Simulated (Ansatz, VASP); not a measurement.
# Au in VASP and in Ansatz

```
Au
1.0
     2.77447    1.60184    5.09968
    -2.77447    1.60184    5.09968
     0.00000   -3.20369    5.09968
Au
6
Direct
  0.59080 0.08771 0.59083
  0.08771 0.59083 0.59080
  0.40917 0.91229 0.40920
  0.59083 0.59080 0.08771
  0.91229 0.40920 0.40917
  0.40920 0.40917 0.91229
```

Alike in both runs: functional PBE; k mesh 6 × 6 × 6; occupations gaussian, width 0.1 eV; no spin polarisation.

Ansatz relaxed the structure, and its values are those at the end. VASP's run is a single point on that final structure, the one shown.

```csv
,VASP,Ansatz
version,VASP 6.6.1,Ansatz 0.2.0
potentials or method,"VASP PAW PBE potentials, release 64 (Au), cutoff 520 eV","scalar-relativistic, plane waves, PAW"
valence electrons in the cell,66,114
```

|  | VASP | Ansatz | Ansatz less VASP |
| --- | --- | --- | --- |
| gap on the k mesh at the Fermi level (eV) | none | none | - |
| pressure (GPa) | -0.1 | 0.1 | +0.17 |

A gap of «none» marks a metal or a gap that the smearing closes. VASP's potentials hold 66 valence electrons a cell and Ansatz's 114, so a difference there can come from the potentials and not from the codes.

Spin-orbit coupling is off throughout.
